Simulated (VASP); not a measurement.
# Si30C (a cell with a defect) in VASP: notebook, part 2 of 2

VASP 6.6.1. Earlier steps stand in the parts before.

### Step 3. Single point, PBE

Contents of INCAR:

```
SYSTEM = Si30C
PREC = Accurate
ENCUT = 520
EDIFF = 1E-6
ISMEAR = 0
SIGMA = 0.02
LREAL = Auto
LASPH = .True.
NELM = 100
ALGO = Normal
ISIF = 2
LWAVE = .False.
LCHARG = .True.
GGA = PE
LELF = .True.
LVHAR = .True.
NBANDS = 83
```

Contents of KPOINTS:

```
Automatic mesh
0
Gamma
  2 2 2
  0.5 0.5 0.5
```

Contents of POSCAR:

```
Si30C
1.0
   -5.7769209609      3.3353068718      6.3650226989
    5.7769209609     -3.3353068718      6.3650226989
    3.8512806405      6.6706137437     -6.3650226989
C Si
1 30
Direct
    0.2622550979      0.1310222484      0.3061409720
    0.7404301020      0.5745998658      0.2442993008
    0.1141795999      0.4464406377      0.4969942273
    0.6044719432      0.9518127250      0.4913751901
    0.4964061304      0.3241923025      0.7563846792
    0.9782209288      0.8109288066      0.7386105124
    0.8760290534      0.1962242713      0.0081831209
    0.3619774058      0.6925337760      0.9983385620
    0.3203664852      0.4815075794      0.2496747770
    0.8352754791      0.9927797045      0.2490622286
    0.1997271553      0.8733657195      0.4946212536
    0.6876228354      0.3554599935      0.4932576098
    0.5697712374      0.7391284744      0.7485166355
    0.0730505277      0.2349807179      0.7503688669
    0.9634943572      0.6256660496      0.9905095960
    0.4384734368      0.1107568189      0.0104370475
    0.3991246267      0.2411821159      0.2626592283
    0.9311022471      0.7575557613      0.2390242149
    0.2996948832      0.6403455041      0.4984732267
    0.8045324698      0.1316109574      0.4960325066
    0.6822290807      0.5123053886      0.7527292892
    0.1737393935      0.0019062599      0.7471495068
    0.0505625862      0.3892661844     -0.0015303782
    0.5526941111      0.8833990690      1.0034450765
    0.5051932515      0.6724854600      0.2485973430
    0.0508065422      0.1720549724      0.2596906056
    0.3674450399      0.0679034251      0.4723434626
    0.8769378336      0.5416702932      0.4921968194
    0.7552985719      0.9282576573      0.7473223331
    0.2589328605      0.4241030442      0.7489591574
    0.6347532322      0.2926865838      0.0061332823
```

Potentials or basis: VASP PAW PBE potentials, release 64 (C, Si).

Launch:

```sh
cat potpaw_PBE.64/C/POTCAR potpaw_PBE.64/Si/POTCAR > POTCAR
mpirun -np 1 vasp_std > vasp.out
```

OUTCAR:

```text
SYSTEM = Si30C
   PREC = Accurate
   ENCUT = 520
   EDIFF = 1E-6
   ISMEAR = 0
   LREAL = Auto
   LASPH = .True.
   NELM = 100
   ISIF = 2
   GGA = PE

 ion  position               nearest neighbor table
   1  0.262  0.131  0.306-  27 1.88  17 1.89  26 1.89
   2  0.740  0.575  0.244-  31 2.38  25 2.40  28 2.40  18 2.41
   3  0.114  0.446  0.497-  28 2.38  30 2.39  26 2.39  19 2.41
   4  0.604  0.952  0.491-  25 2.38  20 2.39  29 2.43  27 2.45
   5  0.496  0.324  0.756-  30 2.40  21 2.40  31 2.41  27 2.43
   6  0.978  0.811  0.739-  28 2.34  29 2.38  22 2.41
   7  0.876  0.196  0.008-  29 2.38  23 2.41  31 2.43  26 2.43
   8  0.362  0.693  0.998-  30 2.35  25 2.36  24 2.40
   9  0.320  0.482  0.250-  19 2.37  23 2.38  25 2.40  17 2.40
  10  0.835  0.993  0.249-  18 2.36  20 2.38  24 2.40  26 2.46
  11  0.200  0.873  0.495-  18 2.36  19 2.39  22 2.40  27 2.46
  12  0.688  0.355  0.493-  21 2.37  20 2.38  17 2.39  28 2.40
  13  0.570  0.739  0.749-  19 2.36  24 2.38  21 2.39  29 2.39
  14  0.073  0.235  0.750-  23 2.36  20 2.37  22 2.37  30 2.40
  15  0.963  0.626  0.991-  21 2.37  23 2.38  18 2.40
  16  0.438  0.111  0.010-  24 2.38  22 2.38  31 2.44  17 2.47
  17  0.399  0.241  0.263-   1 1.89  12 2.39   9 2.40  16 2.47
  18  0.931  0.758  0.239-  10 2.36  11 2.36  15 2.40   2 2.41
  19  0.300  0.640  0.498-  13 2.36   9 2.37  11 2.39   3 2.41
  20  0.805  0.132  0.496-  14 2.37  12 2.38  10 2.38   4 2.39
  21  0.682  0.512  0.753-  15 2.37  12 2.37  13 2.39   5 2.40
[... 8 lines left out ...]
  30  0.259  0.424  0.749-   8 2.35   3 2.39  14 2.40   5 2.40
  31  0.635  0.293  0.006-   2 2.38   5 2.41   7 2.43  16 2.44

  LATTYP: Found a face centered orthorhombic cell.
 ALAT       =    12.7300453978
 B/A-ratio  =     1.0480109906
 C/A-ratio  =     1.2101388550

  Lattice vectors:

 A1 = (   9.6282016014,   3.3353068719,   0.0000000000)
 A2 = (   3.8512806405,   6.6706137437,   6.3650226989)
 A3 = (   5.7769209609,  -3.3353068718,   6.3650226989)

Analysis of symmetry for initial positions (statically):
=====================================================================
 Subroutine PRICEL returns:
 Original cell was already a primitive cell.

 Routine SETGRP: Setting up the symmetry group for a
 face centered orthorhombic supercell.

 Subroutine GETGRP returns: Found  1 space group operations
 (whereof  1 operations were pure point group operations)
 out of a pool of  8 trial point group operations.

The static configuration has the point symmetry C_1 .

Analysis of symmetry for dynamics (positions and initial velocities):
=====================================================================
 Subroutine PRICEL returns:
 Original cell was already a primitive cell.

 Routine SETGRP: Setting up the symmetry group for a
 face centered orthorhombic supercell.

 Subroutine GETGRP returns: Found  1 space group operations
 (whereof  1 operations were pure point group operations)
 out of a pool of  8 trial point group operations.

The dynamic configuration has the point symmetry C_1 .

 Subroutine INISYM returns: Found  1 space group operations
 (whereof  1 operations are pure point group operations),
 and found     1 'primitive' translations

[... 103 lines left out ...]
 ===========================================

 Found      4 irreducible k-points:

 Following reciprocal coordinates:
            Coordinates               Weight
  0.250000  0.250000  0.250000      2.000000
 -0.250000  0.250000  0.250000      2.000000
 -0.250000  0.250000 -0.250000      2.000000
 -0.250000 -0.250000  0.250000      2.000000
   k-points           NKPTS =      4   k-points in BZ     NKDIM =      4   number of bands    NBANDS=     83
   number of dos      NEDOS =    301   number of ions     NIONS =     31
   total plane-waves  NPLWV = 392000
   dimension x,y,z NGX =    70 NGY =   70 NGZ =   80
   dimension x,y,z NGXF=   140 NGYF=  140 NGZF=  160
   ions per type =               1  30
   NGX,Y,Z   is equivalent  to a cutoff of  12.62, 12.62, 13.31 a.u.
   NGXF,Y,Z  is equivalent  to a cutoff of  25.24, 25.24, 26.62 a.u.
 SYSTEM =  Si30C
   PREC   = accura    normal or accurate (medium, high low for compatibility)
   ISTART =      0    job   : 0-new  1-cont  2-samecut
   ICHARG =      2    charge: 1-file 2-atom 10-const
   ISPIN  =      1    spin polarized calculation?
   LNONCOLLINEAR =      F non collinear calculations
   LSORBIT =      F    spin-orbit coupling
   LASPH  =      T    aspherical Exc in radial PAW
   ENCUT  =  520.0 eV  38.22 Ry    6.18 a.u.  17.14 17.14 18.58*2*pi/ulx,y,z
   NELM   =    100;   NELMIN=  2; NELMDL= -5     # of ELM steps
   EDIFF  = 0.1E-05   stopping-criterion for ELM
   LREAL  =      T    real-space projection
   EDIFFG = 0.1E-04   stopping-criterion for IOM
   NSW    =      0    number of steps for IOM
   IBRION =     -1    ionic relax: 0-MD 1-quasi-New 2-CG
   NFREE  =      0    steps in history (QN), initial steepest desc. (CG)
   ISIF   =      2    stress and relaxation
   ISYM   =      2    0-nonsym 1-usesym 2-fastsym
   POTIM  = 0.5000    time-step for ionic-motion
   TEBEG  =    0.0;   TEEND  =   0.0 temperature during run
   PSTRESS=    0.0 pullay stress
   NELECT =     124.0000    total number of electrons
   NUPDOWN=      -1.0000    fix difference up-down
   EMIN   =  10.00;   EMAX   =-10.00  energy-range for DOS
   EFERMI =   0.00;   METHOD = LEGACY
   ISMEAR =     0;   SIGMA  =   0.02  broadening in eV -4-tet -1-fermi 0-gaus
   EFERMI_NEDOS =   21; number of points for ismear=-14 and -15
   IALGO  =     38    algorithm
   IMIX   =      4    mixing-type and parameters
     AMIX     =   0.40;   BMIX     =  1.00
     AMIX_MAG =   1.60;   BMIX_MAG =  1.00
  volume/ion in A,a.u.               =      21.10       142.39
  Fermi-wavevector in a.u.,A,eV,Ry     =   0.940456  1.777204 12.033771  0.884457
  Thomas-Fermi vector in A             =   2.067869
   LORBIT       =      0    0 simple, 1 ext, 2 COOP (PROOUT), +10 PAW based schemes
   GGA     = PE    functional components
   LHFCALC =     F    Hartree Fock is set to
   AEXX    =    0.0000 exact exchange contribution
   IVDW    =     0    specifies the selected vdW correction
   LEPSILON=     F    determine dielectric tensor
   LRPA    =     F    only Hartree local field effects (RPA)
 non-spin polarized calculation
 Gauss-broadening in eV      SIGMA  =   0.02
  energy-cutoff  :      520.00
  volume of cell :      654.08
 maximum number of plane-waves:     17670
 NGX is ok and might be reduce to    70
   NGX = 35   NGY = 35   NGZ = 37

 number of electron     124.0000000 magnetization

 Free energy of the ion-electron system (eV)
  ---------------------------------------------------
  ext. energy  EPLUGINS =         0.00000000
  ---------------------------------------------------
  free energy    TOTEN  =      -166.72931370 eV

  energy without entropy =     -166.72930487  energy(sigma->0) =     -166.72930928

 E-fermi :   5.2559     XC(G=0):  -9.1562

 val. band max:        5.2050980654   @ k =  -0.2500  -0.2500   0.2500
 cond. band min:       5.3067659097   @ k =  -0.2500   0.2500  -0.2500
 fundamental gap:      0.1016678443
 Fermi energy:         5.2559324709

 k-point     1 :       0.2500    0.2500    0.2500
  band No.  band energies     occupation
      1      -7.0531      2.00000
      2      -5.7920      2.00000
      3      -5.7536      2.00000
      4      -5.6284      2.00000
      5      -5.0590      2.00000
      6      -4.4394      2.00000
[... 297 lines left out ...]
     73       7.5632      0.00000
     74       7.6234      0.00000
 [bands above 74 left out]

------------------------ aborting loop because EDIFF is reached ----------------------------------------

  FORCE on cell =-STRESS in cart. coord.  units (eV):
  Direction    XX          YY          ZZ          XY          YZ          ZX
  --------------------------------------------------------------------------------------
  -------------------------------------------------------------------------------------
  Total       -9.6477541    -12.8575168    -17.7893544      5.0563871      2.5048508      3.2487664
  in kB      -23.6322950    -31.4946490    -43.5752472     12.3856837      6.1356636      7.9578941
  external PRESSURE =     -32.9007304 kB  Pullay stress =       0.0000000 kB

 VOLUME and BASIS-vectors are now :
 -----------------------------------------------------------------------------
  energy-cutoff  :      520.00
  volume of cell :      654.08
      direct lattice vectors                 reciprocal lattice vectors
    -5.776920961  3.335306872  6.365022699    -0.032456736  0.093694527  0.078554315
     5.776920961 -3.335306872  6.365022699     0.097370209  0.018738905  0.078554315
     3.851280641  6.670613744 -6.365022699     0.064913473  0.112433432  0.000000000

 POSITION                                       TOTAL-FORCE (eV/Angst)
 -----------------------------------------------------------------------------------
      0.42091      2.47985      0.55463        -0.005462     -0.001463      0.002859
     -0.01712      2.18272      6.81522        -0.002539      0.001605      0.004407
      3.83351      2.20706      0.40498         0.001964      0.006803     -0.000189
      3.89898      2.11929      6.77817         0.003155      0.004941     -0.001687
      1.91818      5.61994      0.40872        -0.001117     -0.003051      0.007559
      1.87816      5.48496      6.68671         0.003048     -0.014138      0.004260
[... 23 lines left out ...]
      3.83863      4.44512     -0.41960         0.008305     -0.004633      0.001926
     -1.95247      1.18181      5.86414         0.008734      0.000381      0.003576
 -----------------------------------------------------------------------------------
    total drift:                               -0.005414      0.011739     -0.012589

  FREE ENERGIE OF THE ION-ELECTRON SYSTEM (eV)
  ---------------------------------------------------
  free  energy   TOTEN  =      -166.7293136990 eV

  energy  without entropy=     -166.7293048709  energy(sigma->0) =     -166.72930928
```

Wall time 9.5 min (1 thread of Intel Xeon Platinum 8259CL at 2.50GHz (Skylake/Cascade Lake), shared host); peak memory 0.78 GiB.

Results:

- Free energy: -166.7293 eV
- Pressure: -3.3 GPa
- Largest force: 0.018 eV/Å
- Band gap on the k mesh: 0.10 eV

Forces in eV/Å, atoms in the order of the input:
```
C   -0.005 -0.001  0.003
Si  -0.003  0.002  0.004
Si   0.002  0.007  0.000
Si   0.003  0.005 -0.002
Si  -0.001 -0.003  0.008
Si   0.003 -0.014  0.004
Si   0.000 -0.004  0.000
Si  -0.015  0.011  0.002
Si   0.003 -0.009 -0.004
Si   0.001  0.000  0.003
Si  -0.005 -0.003  0.001
Si   0.001  0.002 -0.001
Si   0.001  0.001 -0.003
Si  -0.001  0.004 -0.004
Si   0.000  0.000 -0.008
Si  -0.006  0.000 -0.003
Si   0.002  0.001  0.013
Si   0.011  0.005 -0.002
Si   0.002  0.002  0.001
Si   0.001 -0.005 -0.001
Si  -0.001  0.000  0.000
Si   0.000  0.000 -0.005
Si  -0.003 -0.001  0.002
Si   0.000  0.003 -0.003
Si   0.005 -0.008  0.002
Si   0.000 -0.008 -0.008
Si  -0.007  0.013 -0.006
Si   0.002  0.005  0.003
Si  -0.008  0.004 -0.001
Si   0.008 -0.005  0.002
Si   0.009  0.000  0.004
```

Stress tensor (GPa, compression positive):
```
-2.36  1.24  0.80
 1.24 -3.15  0.61
 0.80  0.61 -4.36
```
